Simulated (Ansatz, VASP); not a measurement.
## One calculation of B, two programs

```
B
1.0
     2.47413    0.00000    0.00000
    -1.23706    2.14266    0.00000
     0.00000    0.00000    9.66516
B
7
Direct
  0.33333 0.66667 0.78571
  0.66667 0.33333 0.92857
  0.33333 0.66667 0.07143
  0.66667 0.33333 0.21429
  0.33333 0.66667 0.35714
  0.00000 0.00000 0.50000
  0.66667 0.33333 0.64286
```

Alike in both runs: task relaxation of cell and atoms; functional PBE; k mesh 6 × 6 × 2; occupations gaussian, width 0.1 eV; no spin polarisation.

|  | VASP | Ansatz |
| --- | --- | --- |
| version | VASP 6.6.1 | Ansatz 0.2.0 |
| potentials or method | VASP PAW PBE potentials, release 64 (B), cutoff 600 eV | scalar-relativistic, plane waves, PAW |
| valence electrons in the cell | 21 | 21 |

VASP gave:

* gap on the k mesh at the Fermi level, each at its own relaxed structure (eV): none
* relaxed volume (Å³/atom): 6.57
* relaxed cell length with the largest relative difference (Å): 9.231

Q: Which values does Ansatz return?

A: gap on the k mesh at the Fermi level, each at its own relaxed structure (eV): none; relaxed volume (Å³/atom): 6.58; relaxed cell length with the largest relative difference (Å): 9.257.

A gap of «none» marks a metal or a gap that the smearing closes.

The k mesh is coarse, so the values compare programs but aren't converged. Noted on VASP's run: too few bands were computed for a metal, which touches its energy and stress.
